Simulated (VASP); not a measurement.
# RbMgGa (P-62m) in VASP: single point with PBEsol

Aim: the single point of RbMgGa with PBEsol.

Program: VASP 6.6.1. These are calculated values, not measurements. Logs are shortened: lines on timing, memory, paths and dates and some standing lists are left out, and cuts for length are marked.

### 1 The cell of the first run

It takes space group P-62m (No. 189, hexagonal). Conventional cell: a = 7.886 Å, b = 7.886 Å, c = 5.170 Å, α = 90.00°, β = 90.00°, γ = 120.00°. Within 4.1 Å of Ga (site symmetry -6) lie 3 Mg at 3.10 Å and 6 Rb at 3.49 Å. Within 4.2 Å of Ga (site symmetry -62m) lie 6 Mg at 3.17 Å and 3 Rb at 3.39 Å. Within 4.1 Å of Mg (site symmetry m2m) lie 4 Ga at 3.10 to 3.17 Å and 2 Mg at 3.19 Å and 6 Rb at 3.70 to 3.92 Å. Rb (site symmetry m2m) has 6 Ga at 3.39 to 4.49 Å and 6 Mg at 3.70 to 3.92 Å and 4 Rb at 4.06 Å within 4.5 Å.

### 2 Single point, PBEsol

The input, INCAR:

```
SYSTEM = RbMgGa
  PREC = Accurate
  ENCUT = 520
  EDIFF = 1E-7
  ISMEAR = -1
  SIGMA = 0.1
  LREAL = .FALSE.
  LASPH = .TRUE.
  NELM = 60
  ALGO = Normal
  ISIF = 2
  LWAVE = .FALSE.
  LCHARG = .FALSE.
  GGA = PS
  NBANDS = 46
```

The input, KPOINTS:

```
regular mesh
0
G
  5 5 7
  0 0 0
```

The input, POSCAR:

```
RbMgGa
1.0
    3.9431001922      6.8296498723      0.0000000000
   -3.9431001922      6.8296498723      0.0000000000
    0.0000000000      0.0000000000      5.1702452332
Ga Mg Rb
3 3 3
Direct
    0.6666666667      0.6666666667      0.5000000000
    0.3333333333      0.3333333333      0.5000000000
    0.0000000000      0.0000000000      0.0000000000
    0.7663273262      0.2336726738      0.5000000000
    0.2336726738      0.0000000000      0.5000000000
    0.0000000000      0.7663273262      0.5000000000
    0.4301572185      0.5698427815      0.0000000000
    0.5698427815      0.0000000000      0.0000000000
    0.0000000000      0.4301572185      0.0000000000
```

Potentials or basis: VASP PAW PBE potentials, release 64 (Ga_d, Mg, Rb_sv).

Run with:

```
cat potpaw_PBE.64/Ga_d/POTCAR potpaw_PBE.64/Mg/POTCAR potpaw_PBE.64/Rb_sv/POTCAR > POTCAR
mpirun -np 1 vasp_std > vasp.out
```

OUTCAR:

```text
SYSTEM = RbMgGa
   PREC = Accurate
   ENCUT = 520
   EDIFF = 1E-7
   ISMEAR = -1
   LREAL = .FALSE.
   LASPH = .TRUE.
   NELM = 60
   ISIF = 2
   GGA = PS

 ion  position               nearest neighbor table
   1  0.667  0.667  0.500-   6 3.10   5 3.10   4 3.10   8 3.49   8 3.49   9 3.49   9 3.49   7 3.49
                             7 3.49
   2  0.333  0.333  0.500-   5 3.10   6 3.10   4 3.10   9 3.49   9 3.49   8 3.49   8 3.49   7 3.49
                             7 3.49
   3  0.000  0.000  0.000-   4 3.17   4 3.17   6 3.17   5 3.17   5 3.17   6 3.17   7 3.39   9 3.39
                             8 3.39
   4  0.766  0.234  0.500-   1 3.10   2 3.10   3 3.17   3 3.17   6 3.19   5 3.19   7 3.70   7 3.70
                             8 3.92   9 3.92   8 3.92   9 3.92
   5  0.234  0.000  0.500-   2 3.10   1 3.10   3 3.17   3 3.17   4 3.19   6 3.19   8 3.70   8 3.70
                             9 3.92   9 3.92   7 3.92   7 3.92
   6  0.000  0.766  0.500-   1 3.10   2 3.10   3 3.17   3 3.17   4 3.19   5 3.19   9 3.70   9 3.70
                             8 3.92   8 3.92   7 3.92   7 3.92
   7  0.430  0.570  0.000-   3 3.39   2 3.49   1 3.49   1 3.49   2 3.49   4 3.70   4 3.70   6 3.92
                             5 3.92   5 3.92   6 3.92   9 4.06   8 4.06   8 4.06   9 4.06
   8  0.570  0.000  0.000-   3 3.39   1 3.49   1 3.49   2 3.49   2 3.49   5 3.70   5 3.70   6 3.92
                             6 3.92   4 3.92   4 3.92   9 4.06   9 4.06   7 4.06   7 4.06
   9  0.000  0.430  0.000-   3 3.39   2 3.49   2 3.49   1 3.49   1 3.49   6 3.70   6 3.70   5 3.92
                             5 3.92   4 3.92   4 3.92   8 4.06   8 4.06   7 4.06   7 4.06

  LATTYP: Found a hexagonal cell.
 ALAT       =     7.8862003845
 C/A-ratio  =     0.6556066269

  Lattice vectors:

 A1 = (   3.9431001922,  -6.8296498723,   0.0000000000)
 A2 = (   3.9431001922,   6.8296498723,   0.0000000000)
 A3 = (   0.0000000000,   0.0000000000,   5.1702452332)

Analysis of symmetry for initial positions (statically):
=====================================================================
 Subroutine PRICEL returns:
 Original cell was already a primitive cell.

 Routine SETGRP: Setting up the symmetry group for a
 hexagonal supercell.

 Subroutine GETGRP returns: Found 12 space group operations
 (whereof 12 operations were pure point group operations)
 out of a pool of 24 trial point group operations.

The static configuration has the point symmetry D_3h.

Analysis of symmetry for dynamics (positions and initial velocities):
=====================================================================
 Subroutine PRICEL returns:
 Original cell was already a primitive cell.

 Routine SETGRP: Setting up the symmetry group for a
 hexagonal supercell.

 Subroutine GETGRP returns: Found 12 space group operations
 (whereof 12 operations were pure point group operations)
 out of a pool of 24 trial point group operations.

The dynamic configuration has the point symmetry D_3h.

 Subroutine INISYM returns: Found 12 space group operations
 (whereof 12 operations are pure point group operations),
 and found     1 'primitive' translations

----------------------------------------------------------------------------------------

                                     Primitive cell

  volume of cell :     278.4693

  direct lattice vectors                    reciprocal lattice vectors
     3.943100192  6.829649872  0.000000000     0.126803778  0.073210195  0.000000000
    -3.943100192  6.829649872  0.000000000    -0.126803778  0.073210195  0.000000000
     0.000000000  0.000000000  5.170245233     0.000000000  0.000000000  0.193414423

  length of vectors
     7.886200384  7.886200384  5.170245233     0.146420390  0.146420390  0.193414423

  position of ions in fractional coordinates (direct lattice)
     0.666666667  0.666666667  0.500000000
     0.333333333  0.333333333  0.500000000
     0.000000000  0.000000000  0.000000000
     0.766327326  0.233672674  0.500000000
     0.233672674  0.000000000  0.500000000
     0.000000000  0.766327326  0.500000000
     0.430157218  0.569842782  0.000000000
     0.569842782  0.000000000  0.000000000
     0.000000000  0.430157218  0.000000000

  ion indices of the primitive-cell ions
   primitive index   ion index
                 1           1
                 2           2
                 3           3
                 4           4
                 5           5
                 6           6
                 7           7
                 8           8
                 9           9

----------------------------------------------------------------------------------------

 KPOINTS: regular mesh

Automatic generation of k-mesh.
 Grid dimensions read from file:
 generate k-points for:    5    5    7

 Generating k-lattice:

  Cartesian coordinates                     Fractional coordinates (reciprocal lattice)
     0.025360756  0.014642039  0.000000000     0.200000000  0.000000000  0.000000000
    -0.025360756  0.014642039  0.000000000     0.000000000  0.200000000  0.000000000
     0.000000000  0.000000000  0.027630632     0.000000000  0.000000000  0.142857143

  Length of vectors
     0.029284078  0.029284078  0.027630632

  Shift w.r.t. Gamma in fractional coordinates (k-lattice)
     0.000000000  0.000000000  0.000000000

 Subroutine IBZKPT returns following result:
 ===========================================

 Found     20 irreducible k-points:

 Following reciprocal coordinates:
            Coordinates               Weight
  0.000000  0.000000  0.000000      1.000000
  0.200000  0.000000  0.000000      6.000000
  0.400000  0.000000  0.000000      6.000000
  0.400000  0.200000  0.000000      6.000000
 -0.400000  0.200000  0.000000      6.000000
  0.000000  0.000000  0.142857      2.000000
[... 12 lines left out ...]
  0.400000  0.200000  0.428571     12.000000
 -0.400000  0.200000  0.428571     12.000000
   k-points           NKPTS =     20   k-points in BZ     NKDIM =     20   number of bands    NBANDS=     46
   number of dos      NEDOS =    301   number of ions     NIONS =      9
   total plane-waves  NPLWV = 144000
   dimension x,y,z NGX =    60 NGY =   60 NGZ =   40
   dimension x,y,z NGXF=   120 NGYF=  120 NGZF=   80
   ions per type =               3   3   3
   NGX,Y,Z   is equivalent  to a cutoff of  12.65, 12.65, 12.86 a.u.
   NGXF,Y,Z  is equivalent  to a cutoff of  25.30, 25.30, 25.72 a.u.
 SYSTEM =  RbMgGa
   PREC   = accura    normal or accurate (medium, high low for compatibility)
   ISTART =      0    job   : 0-new  1-cont  2-samecut
   ICHARG =      2    charge: 1-file 2-atom 10-const
   ISPIN  =      1    spin polarized calculation?
   LNONCOLLINEAR =      F non collinear calculations
   LSORBIT =      F    spin-orbit coupling
   LASPH  =      T    aspherical Exc in radial PAW
   ENCUT  =  520.0 eV  38.22 Ry    6.18 a.u.  14.66 14.66  9.61*2*pi/ulx,y,z
   NELM   =     60;   NELMIN=  2; NELMDL= -5     # of ELM steps
   EDIFF  = 0.1E-06   stopping-criterion for ELM
   LREAL  =      F    real-space projection
   EDIFFG = 0.1E-05   stopping-criterion for IOM
   NSW    =      0    number of steps for IOM
   IBRION =     -1    ionic relax: 0-MD 1-quasi-New 2-CG
   NFREE  =      0    steps in history (QN), initial steepest desc. (CG)
   ISIF   =      2    stress and relaxation
   ISYM   =      2    0-nonsym 1-usesym 2-fastsym
   POTIM  = 0.5000    time-step for ionic-motion
   TEBEG  =    0.0;   TEEND  =   0.0 temperature during run
   PSTRESS=    0.0 pullay stress
   NELECT =      72.0000    total number of electrons
   NUPDOWN=      -1.0000    fix difference up-down
   EMIN   =  10.00;   EMAX   =-10.00  energy-range for DOS
   EFERMI =   0.00;   METHOD = LEGACY
   ISMEAR =    -1;   SIGMA  =   0.10  broadening in eV -4-tet -1-fermi 0-gaus
   EFERMI_NEDOS =   21; number of points for ismear=-14 and -15
   IALGO  =     38    algorithm
   IMIX   =      4    mixing-type and parameters
     AMIX     =   0.40;   BMIX     =  1.00
     AMIX_MAG =   1.60;   BMIX_MAG =  1.00
  volume/ion in A,a.u.               =      30.94       208.80
  Fermi-wavevector in a.u.,A,eV,Ry     =   1.042941  1.970873 14.799418  1.087727
  Thomas-Fermi vector in A             =   2.177629
   LORBIT       =      0    0 simple, 1 ext, 2 COOP (PROOUT), +10 PAW based schemes
   GGA     = PS    functional components
   LHFCALC =     F    Hartree Fock is set to
   AEXX    =    0.0000 exact exchange contribution
   IVDW    =     0    specifies the selected vdW correction
   LEPSILON=     F    determine dielectric tensor
   LRPA    =     F    only Hartree local field effects (RPA)
 non-spin polarized calculation
  energy-cutoff  :      520.00
  volume of cell :      278.47
 maximum number of plane-waves:      7549
   NGX = 29   NGY = 29   NGZ = 19

 number of electron      72.0000030 magnetization

 Free energy of the ion-electron system (eV)
  ---------------------------------------------------
  ext. energy  EPLUGINS =         0.00000000
  ---------------------------------------------------
  free energy    TOTEN  =       -16.57454576 eV

  energy without entropy =      -16.31581630  energy(sigma->0) =      -16.44518103

 E-fermi :   1.9693     XC(G=0):  -8.4517

 val. band max:        1.9504685910   @ k =   0.4000   0.0000   0.2857
 cond. band min:       1.9844824018   @ k =   0.4000   0.2000   0.4286
 fundamental gap:      0.0340138107
 Fermi energy:         1.9693358689

 k-point     1 :       0.0000    0.0000    0.0000
  band No.  band energies     occupation
      1     -25.4832      2.00000
      2     -25.4445      2.00000
      3     -25.4445      2.00000
      4     -12.9109      2.00000
      5     -12.9100      2.00000
      6     -12.8901      2.00000
[... 38 lines left out ...]
     45       5.0661      0.00000
     46       5.0661      0.00000
[... 890 lines left out ...]
      6     -12.8878      2.00000
[... 38 lines left out ...]
     45       5.3848      0.00000
     46       5.5659      0.00000

------------------------ aborting loop because EDIFF is reached ----------------------------------------

  FORCE on cell =-STRESS in cart. coord.  units (eV):
  Direction    XX          YY          ZZ          XY          YZ          ZX
  --------------------------------------------------------------------------------------
  -------------------------------------------------------------------------------------
  Total        0.0059512      0.0059512      0.0426244      0.0000000     -0.0000000     -0.0000000
  in kB        0.0342402      0.0342402      0.2452402      0.0000000     -0.0000000     -0.0000000
  external PRESSURE =       0.1045736 kB  Pullay stress =       0.0000000 kB

 VOLUME and BASIS-vectors are now :
 -----------------------------------------------------------------------------
  energy-cutoff  :      520.00
  volume of cell :      278.47
      direct lattice vectors                 reciprocal lattice vectors
     3.943100192  6.829649872  0.000000000     0.126803778  0.073210195  0.000000000
    -3.943100192  6.829649872  0.000000000    -0.126803778  0.073210195  0.000000000
     0.000000000  0.000000000  5.170245233     0.000000000  0.000000000  0.193414423

 POSITION                                       TOTAL-FORCE (eV/Angst)
 -----------------------------------------------------------------------------------
      0.00000      9.10620      2.58512        -0.000000     -0.000000     -0.000000
      0.00000      4.55310      2.58512        -0.000000     -0.000000     -0.000000
      0.00000      0.00000      0.00000        -0.000000     -0.000000     -0.000000
      2.10031      6.82965      2.58512         0.003125     -0.000000     -0.000000
      0.92139      1.59590      2.58512        -0.001562     -0.002706     -0.000000
     -3.02171      5.23375      2.58512        -0.001562      0.002706     -0.000000
     -0.55079      6.82965      0.00000         0.000898     -0.000000      0.000000
      2.24695      3.89183      0.00000        -0.000449     -0.000778     -0.000000
     -1.69615      2.93782      0.00000        -0.000449      0.000778      0.000000
 -----------------------------------------------------------------------------------
    total drift:                                0.000002     -0.000000     -0.000000

  FREE ENERGIE OF THE ION-ELECTRON SYSTEM (eV)
  ---------------------------------------------------
  free  energy   TOTEN  =       -16.5745457603 eV

  energy  without entropy=      -16.3158162972  energy(sigma->0) =      -16.44518103
```

Run time: 3.7 min. Hardware: 1 thread of Intel Xeon Platinum 8488C (Sapphire Rapids), shared host; peak memory 0.5 GiB.

What came out:

- Free energy: -16.5745 eV
- Pressure: 0.0 GPa
- Largest force: 0.003 eV/Å
- Band gap on the k mesh: zero (bands 36 and 37 overlap by 0.44 eV)

Forces in eV/Å, atoms in the order of the input:
```
Ga   0.000  0.000  0.000
Ga   0.000  0.000  0.000
Ga   0.000  0.000  0.000
Mg   0.003  0.000  0.000
Mg  -0.002 -0.003  0.000
Mg  -0.002  0.003  0.000
Rb   0.001  0.000  0.000
Rb   0.000 -0.001  0.000
Rb   0.000  0.001  0.000
```

Caveat: the PAW data sets were made with another functional, which shifts forces and pressure a little.

The gap in the log of VASP goes by the Fermi energy; the results here count the filled bands.